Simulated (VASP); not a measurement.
# Si4O (I-43m) in VASP: notebook, part 2 of 2

VASP 6.6.1.

## Step 4: Relaxation of cell and atoms, PBE

This run uses another cell than the first one, of 15.49 Å³/atom, 0.882 times its volume.

Input file INCAR:

```
PREC = Accurate
ENCUT = 600
EDIFF = 1E-6
ISMEAR = 0
SIGMA = 0.1
LREAL = False
LASPH = True
NELM = 100
ALGO = Normal
ISIF = 3
LWAVE = False
LCHARG = False
GGA = PE
IBRION = 2
NSW = 100
EDIFFG = -0.01
```

Input file KPOINTS:

```
Automatic mesh
0
Gamma
  10 10 10
```

Input file POSCAR:

```
Si4O
1.0
   -2.6855274399      2.6855274399      2.6855274399
    2.6855274399     -2.6855274399      2.6855274399
    2.6855274399      2.6855274399     -2.6855274399
Si O
4 1
Direct
    0.4296361812      0.4296361812      0.4296361812
    0.5703638188      0.0000000000      0.0000000000
    0.0000000000      0.0000000000      0.5703638188
    0.0000000000      0.5703638188      0.0000000000
    0.0000000000      0.0000000000      0.0000000000
```

Started as:

```bash
$ cat potpaw_PBE.64/Si/POTCAR potpaw_PBE.64/O/POTCAR > POTCAR
$ mpirun -np 1 vasp_std > vasp.out
```

Wall time 98 s (1 thread of Intel Xeon Platinum 8488C (Sapphire Rapids), shared host); peak memory 0.26 GiB.

The run converged. Its results:

```
Free energy                            : -25.0177 eV
Relaxed volume                         : 15.23 Å³/atom
Relaxed cell                           : a = 4.625 Å, b = 4.625 Å, c = 4.625 Å, α = 109.47°, β = 109.47°, γ = 109.47°
Space group after relaxing (to 0.05 Å) : I-43m (No. 217)
Energy gained by relaxing              : 1.2 meV/atom
Ionic steps                            : 3
Pressure after relaxing                : 0.0 GPa
Largest force after relaxing           : 0.003 eV/Å
Band gap on the k mesh                 : zero (band 11 reaches 8.52 eV, above the bottom of band 12 at 7.28 eV)
```

Forces in eV/Å, atoms in the order of the input:
```
Si   0.002  0.002  0.002
Si   0.002 -0.002 -0.002
Si  -0.002 -0.002  0.002
Si  -0.002  0.002 -0.002
O    0.000  0.000  0.000
```

Step by step:
| step | energy change (eV) | largest force (eV/Å) | pressure (GPa) | volume (Å³) |
| --- | --- | --- | --- | --- |
| 1 | 0.0000 | 0.0297 | -1.43 | 77.47 |
| 2 | -0.0059 | 0.0096 | 0.28 | 75.93 |
| 3 | -0.0061 | 0.0034 | 0.01 | 76.16 |

Final structure:
```
Si O
1.0
    -2.67031    2.67031    2.67031
     2.67031   -2.67031    2.67031
     2.67031    2.67031   -2.67031
Si O
4 1
Direct
  0.42938 0.42938 0.42938
  0.57062 0.00000 0.00000
  0.00000 0.00000 0.57062
  0.00000 0.57062 0.00000
  0.00000 0.00000 0.00000
```

Levels at points of the mesh, in eV from the Fermi level:
| k point | band 7 | band 8 | band 9 | band 10 | band 11 | band 12 | band 13 | band 14 | band 15 |
| --- | --- | --- | --- | --- | --- | --- | --- | --- | --- |
| (0.00, 0.00, 0.00) | -4.36 | -4.36 | -2.41 | -2.41 | -2.41 | 1.24 | 1.24 | 1.24 | 1.32 |
| (0.50, 0.00, 0.00) | -4.95 | -2.59 | -2.44 | -2.29 | -0.51 | 1.19 | 1.49 | 2.09 | 2.53 |
| (0.50, 0.50, 0.50) | -4.15 | -4.15 | -4.15 | -2.21 | 0.02 | 0.02 | 0.02 | 0.82 | 6.75 |

## Step 5: Single point, PBE, collinear spin, ferromagnetic start

This run uses another cell than the first one, of 15.49 Å³/atom, 0.882 times its volume.

Input file INCAR:

```
PREC = Accurate ; ENCUT = 600
EDIFF = 1E-6 ; ISMEAR = 0
SIGMA = 0.1 ; LREAL = False
LASPH = True ; NELM = 200
ALGO = Normal ; ISIF = 2
LWAVE = False ; LCHARG = False
ISPIN = 2 ; MAGMOM = 0 0 0 0 1
LORBIT = 11 ; GGA = PE
NBANDS = 23 ; GGA_COMPAT = False
```

Input file KPOINTS:

```
Automatic mesh
0
Gamma
  4 4 4
```

POSCAR is that of step 4.

Potentials or basis: VASP PAW PBE potentials, release 64 (Si, O).

Started as:

```bash
$ cat potpaw_PBE.64/Si/POTCAR potpaw_PBE.64/O/POTCAR > POTCAR
$ mpirun -np 1 vasp_std > vasp.out
```

OUTCAR:

```text
PREC = Accurate
   ENCUT = 600
   EDIFF = 1E-6
   ISMEAR = 0
   LREAL = False
   LASPH = True
   NELM = 200
   ISIF = 2
   ISPIN = 2
   LORBIT = 11
   GGA = PE

 ion  position               nearest neighbor table
   1  0.430  0.430  0.430-   5 2.00   2 2.74   4 2.74   3 2.74   3 2.74   4 2.74   2 2.74
   2  0.570  0.000  0.000-   5 2.00   1 2.74   4 2.74   3 2.74   3 2.74   4 2.74   1 2.74
   3  0.000  0.000  0.570-   5 2.00   4 2.74   1 2.74   2 2.74   2 2.74   4 2.74   1 2.74
   4  0.000  0.570  0.000-   5 2.00   1 2.74   2 2.74   2 2.74   3 2.74   3 2.74   1 2.74
   5  0.000  0.000  0.000-   1 2.00   2 2.00   3 2.00   4 2.00

  LATTYP: Found a body centered cubic cell.
 ALAT       =     5.3710548798

  Lattice vectors:

 A1 = (  -2.6855274399,   2.6855274399,   2.6855274399)
 A2 = (   2.6855274399,  -2.6855274399,   2.6855274399)
 A3 = (   2.6855274399,   2.6855274399,  -2.6855274399)

Analysis of symmetry for initial positions (statically):
[... 610 lines left out ...]
  -------------------------------------------------------------------------------------
  Total       -0.2398014     -0.2398014     -0.2398014     -0.0000000     -0.0000000      0.0000000
  in kB       -4.9592209     -4.9592209     -4.9592209     -0.0000000     -0.0000000      0.0000000
  external PRESSURE =      -4.9592209 kB  Pullay stress =       0.0000000 kB

 VOLUME and BASIS-vectors are now :
 -----------------------------------------------------------------------------
  energy-cutoff  :      600.00
  volume of cell :       77.47
      direct lattice vectors                 reciprocal lattice vectors
    -2.685527440  2.685527440  2.685527440     0.000000000  0.186183166  0.186183166
     2.685527440 -2.685527440  2.685527440     0.186183166  0.000000000  0.186183166
     2.685527440  2.685527440 -2.685527440     0.186183166  0.186183166  0.000000000

 POSITION                                       TOTAL-FORCE (eV/Angst)
 -----------------------------------------------------------------------------------
      1.15380      1.15380      1.15380         0.029017      0.029017      0.029017
     -1.53173      1.53173      1.53173         0.029017     -0.029017     -0.029017
      1.53173      1.53173     -1.53173        -0.029017     -0.029017      0.029017
      1.53173     -1.53173      1.53173        -0.029017      0.029017     -0.029017
      0.00000      0.00000      0.00000        -0.000000      0.000000      0.000000
 -----------------------------------------------------------------------------------
    total drift:                                0.000001      0.000001      0.000000

  FREE ENERGIE OF THE ION-ELECTRON SYSTEM (eV)
  ---------------------------------------------------
  free  energy   TOTEN  =       -24.7245044707 eV

  energy  without entropy=      -24.7018840377  energy(sigma->0) =      -24.71319425

 total charge

# of ion       s       p       d       tot
------------------------------------------
    1        0.849   0.675   0.000   1.524
    2        0.849   0.675   0.000   1.524
    3        0.849   0.675   0.000   1.524
    4        0.849   0.675   0.000   1.524
    5        1.612   3.399   0.000   5.011
--------------------------------------------------
tot          5.007   6.099   0.000  11.106

 magnetization (x)

# of ion       s       p       d       tot
------------------------------------------
    1        0.014   0.074   0.000   0.088
    2        0.014   0.074   0.000   0.088
    3        0.014   0.074   0.000   0.088
    4        0.014   0.074   0.000   0.088
    5        0.005   0.067   0.000   0.072
--------------------------------------------------
tot          0.061   0.363   0.000   0.423
```

OSZICAR:

```text
N       E                     dE             d eps       ncg     rms          rms(c)
DAV:   1     0.484531641422E+02    0.48453E+02   -0.93234E+03   736   0.895E+02
DAV:   2    -0.213005849715E+02   -0.69754E+02   -0.65570E+02   923   0.141E+02
DAV:   3    -0.252238145688E+02   -0.39232E+01   -0.38410E+01   925   0.301E+01
DAV:   4    -0.252553056122E+02   -0.31491E-01   -0.31468E-01   891   0.313E+00
DAV:   5    -0.252556172886E+02   -0.31168E-03   -0.31167E-03   978   0.315E-01    0.887E+00
DAV:   6    -0.248153082385E+02    0.44031E+00   -0.37569E+00   842   0.145E+01    0.428E+00
DAV:   7    -0.247253951249E+02    0.89913E-01   -0.71499E-01   897   0.564E+00    0.206E+00
DAV:   8    -0.247260553492E+02   -0.66022E-03   -0.16902E-01   876   0.222E+00    0.849E-01
DAV:   9    -0.247239250284E+02    0.21303E-02   -0.11126E-02   918   0.758E-01    0.297E-01
DAV:  10    -0.247244826237E+02   -0.55760E-03   -0.43266E-03   869   0.347E-01    0.158E-01
DAV:  11    -0.247244658394E+02    0.16784E-04   -0.37171E-04   952   0.141E-01    0.797E-02
DAV:  12    -0.247245031103E+02   -0.37271E-04   -0.17216E-04   848   0.762E-02    0.263E-02
DAV:  13    -0.247245041817E+02   -0.10714E-05   -0.18292E-05   897   0.299E-02    0.106E-02
DAV:  14    -0.247245044707E+02   -0.28896E-06   -0.76990E-06   883   0.149E-02
   1 F= -.24724504E+02 E0= -.24713194E+02  d E =-.226204E-01  mag=     0.9970
```

stdout:

```text
POSCAR found type information on POSCAR SiO
 POSCAR found :  2 types and       5 ions
 scaLAPACK will be used
 LDA part: xc-table for (Slater+PW92), standard interpolation
 POSCAR, INCAR and KPOINTS ok, starting setup
 FFT: planning ... GRIDC
 FFT: planning ... GRID_SOFT
 FFT: planning ... GRID
 WAVECAR not read
 entering main loop
```

Wall time 30 s (1 thread of Intel Xeon Platinum 8488C (Sapphire Rapids), shared host); peak memory 0.27 GiB.

Results:

| Quantity | Value |
| --- | --- |
| Free energy | -24.7245 eV |
| Pressure | -0.5 GPa |
| Largest force | 0.050 eV/Å |
| Net moment | 1.00 μB per cell |
| Site moments | Si +0.09; O +0.07 μB |
| Valence electrons inside the program's atomic spheres | Si 1.52; O 5.01 |

Forces in eV/Å, atoms in the order of the input:
```
Si   0.029  0.029  0.029
Si   0.029 -0.029 -0.029
Si  -0.029 -0.029  0.029
Si  -0.029  0.029 -0.029
O    0.000  0.000  0.000
```

Caveat: the k points lie up to 0.41 Å⁻¹ apart.

## Step 6: Single point, PBE, collinear spin, ferromagnetic start

Input file INCAR:

```
ALGO = Normal
EDIFF = 1E-6
ENCUT = 600
GGA = PE
GGA_COMPAT = False
ISIF = 2
ISMEAR = 0
ISPIN = 2
LASPH = True
LCHARG = True
LELF = True
LORBIT = 11
LREAL = False
LVHAR = True
LWAVE = False
MAGMOM = 0 0 0 0 1
NBANDS = 23
NELM = 200
PREC = Accurate
SIGMA = 0.1
```

Input file KPOINTS:

```
k-points
0
Gamma
  4 4 4
```

Input file POSCAR:

```
Si4O
1.0
   -2.8002321900      2.8002321900      2.8002321900
    2.8002321900     -2.8002321900      2.8002321900
    2.8002321900      2.8002321900     -2.8002321900
Si O
4 1
Direct
    0.3495999900      0.3495999900      0.3495999900
    0.6504000100      0.0000000000      0.0000000000
    0.0000000000      0.0000000000      0.6504000100
    0.0000000000      0.6504000100      0.0000000000
    0.0000000000      0.0000000000      0.0000000000
```

Potentials or basis: VASP PAW PBE potentials, release 64 (Si, O).

Started as:

```bash
$ cat potpaw_PBE.64/Si/POTCAR potpaw_PBE.64/O/POTCAR > POTCAR
$ mpirun -np 1 vasp_std > vasp.out
```

Run time: 36 s. Hardware: 1 thread of Intel Xeon Platinum 8488C (Sapphire Rapids), shared host; peak memory 0.27 GiB.

Results (log left out):

```yaml
Free_energy: -21.5540 eV
Pressure: 9.9 GPa
Largest_force: 5.202 eV/Å
Band_gap_on_the_k_mesh: zero (filled and empty bands overlap)
Net_moment: 0.00 μB per cell
Valence_electrons_inside_the_program's_atomic_spheres: Si 1.54; O 5.38
```

Forces in eV/Å, atoms in the order of the input:
```
Si   3.003  3.003  3.003
Si   3.003 -3.003 -3.003
Si  -3.003 -3.003  3.003
Si  -3.003  3.003 -3.003
O    0.000  0.000  0.000
```

Levels at points of the mesh, in eV from the Fermi level:
Spin up:
```csv
k point,band 9,band 10,band 11,band 12,band 13,band 14
"(0.00, 0.00, 0.00)",-0.95,-0.95,-0.95,0.07,0.07,0.15
"(0.50, 0.00, 0.00)",-2.38,-1.42,-0.79,0.50,1.15,2.16
"(0.50, 0.50, 0.50)",-4.59,-3.35,0.28,0.35,0.35,0.35
```
Spin down:
| k point | band 9 | band 10 | band 11 | band 12 | band 13 | band 14 |
| --- | --- | --- | --- | --- | --- | --- |
| (0.00, 0.00, 0.00) | -0.95 | -0.95 | -0.95 | 0.07 | 0.07 | 0.15 |
| (0.50, 0.00, 0.00) | -2.38 | -1.42 | -0.79 | 0.50 | 1.15 | 2.16 |
| (0.50, 0.50, 0.50) | -4.59 | -3.35 | 0.28 | 0.35 | 0.35 | 0.35 |

Caveat: the k points lie up to 0.40 Å⁻¹ apart; forces of over 1 eV/Å act on the atoms, so gaps and moduli don't describe the material at rest.

## Step 7: The runs side by side

```tsv
task	spin	cell	k mesh	cutoff (eV)	gap on the mesh (eV)	pressure (GPa)	moment (μB)	relaxed volume (Å³/atom)	largest force (eV/Å)
relaxation of cell and atoms	off	relaxed from a = 4.850 Å, angles 109.5°, 5 atoms	4 × 4 × 4	600	none	-0.1	-	15.45	-
single point	off	a = 4.627 Å, angles 109.5°, 5 atoms	10 × 10 × 10	520	none	0.0	-	-	0.01
relaxation of cell and atoms	off	relaxed from a = 4.651 Å, angles 109.5°, 5 atoms	10 × 10 × 10	600	none	0.0	-	15.23	-
single point	collinear, ferromagnetic start	a = 4.651 Å, angles 109.5°, 5 atoms	4 × 4 × 4	600	none	-0.5	1.00	-	0.05
single point	collinear, ferromagnetic start	a = 4.850 Å, angles 109.5°, 5 atoms	4 × 4 × 4	600	none	9.9	0.00	-	5.20
```

Alike in all rows: level PBE; potentials or basis VASP PAW PBE potentials, release 64 (Si, O); smearing gaussian 0.1 eV.

Caveats: some runs use coarse meshes; forces of over 1 eV/Å act on the atoms, so gaps and moduli don't describe the material at rest (some runs).

Total energies depend on the potentials used, so only differences within one code and one set of settings carry meaning.
